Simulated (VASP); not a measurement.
Input of a VASP 6.6.1 run:

File INCAR:

```
  PREC = Accurate
  ENCUT = 520
  EDIFF = 1E-6
  ISMEAR = 0
  SIGMA = 0.05
  LREAL = F
  LASPH = T
  NELM = 80
  ALGO = Normal
  ISIF = 2
  LWAVE = F
  LCHARG = T
  GGA = PE
  LELF = T
  LVHAR = T
  NBANDS = 22
```

File KPOINTS:

```
regular mesh
0
Gamma
  12 12 6
```

Contents of POSCAR:

```
HfC
1.0
    3.7939389645      0.0000000000      0.0000000000
   -1.8969694823      3.2856475236      0.0000000000
    0.0000000000      0.0000000000      4.5935037945
Hf C
2 2
Direct
    0.6666666667      0.3333333333      0.0664481186
    0.3333333333      0.6666666667      0.5664481186
    0.6666666667      0.3333333333      0.5587518814
    0.3333333333      0.6666666667      0.0587518814
```

Potentials or basis: VASP PAW PBE potentials, release 64 (Hf_pv, C).

Run with:

```sh
$ cat potpaw_PBE.64/Hf_pv/POTCAR potpaw_PBE.64/C/POTCAR > POTCAR
$ mpirun -np 1 vasp_std > vasp.out
```

Question: What does it give for the largest force?

Answer: 0.010 eV/Å.

Question: Predict the pressure.

Answer: 7.6 GPa.

Forces on the atoms (eV/Å):
```
Hf   0.000  0.000 -0.010
Hf   0.000  0.000 -0.010
C    0.000  0.000  0.010
C    0.000  0.000  0.010
```
